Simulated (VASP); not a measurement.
Input of a VASP 6.6.1 run:

Contents of INCAR:

```
SYSTEM = Mo
  ALGO = Normal
  EDIFF = 1E-6
  EDIFFG = -0.04
  ENCUT = 600
  GGA = PS
  IBRION = 2
  ISIF = 3
  ISMEAR = 0
  LASPH = .TRUE.
  LCHARG = .FALSE.
  LREAL = .FALSE.
  LWAVE = .FALSE.
  NELM = 80
  NSW = 90
  PREC = Accurate
  SIGMA = 0.1
```

Contents of KPOINTS:

```
k-points
0
G
  8 8 8
  0 0 0
```

File POSCAR:

```
Mo
1.0
   -1.3954239134      1.3954239134      2.1229339179
    1.3954239134     -1.3954239134      2.1229339179
    1.3954239134      1.3954239134     -2.1229339179
Mo
1
Direct
    0.0000000000      0.0000000000      0.0000000000
```

Potentials or basis: VASP PAW PBE potentials, release 64 (Mo_sv).

Launch:

```sh
$ cat potpaw_PBE.64/Mo_sv/POTCAR > POTCAR
$ mpirun -np 1 vasp_std > vasp.out
```

(1) Estimate the band gap on the k mesh.

(2) Estimate the space group after relaxing (to 0.05 Å).

## Answers

(1) zero (band 7 reaches 15.68 eV, above the bottom of band 8 at 11.99 eV).

(2) I4/mmm (No. 139).

Caveat: the k points lie up to 0.42 Å⁻¹ apart in the final cell.
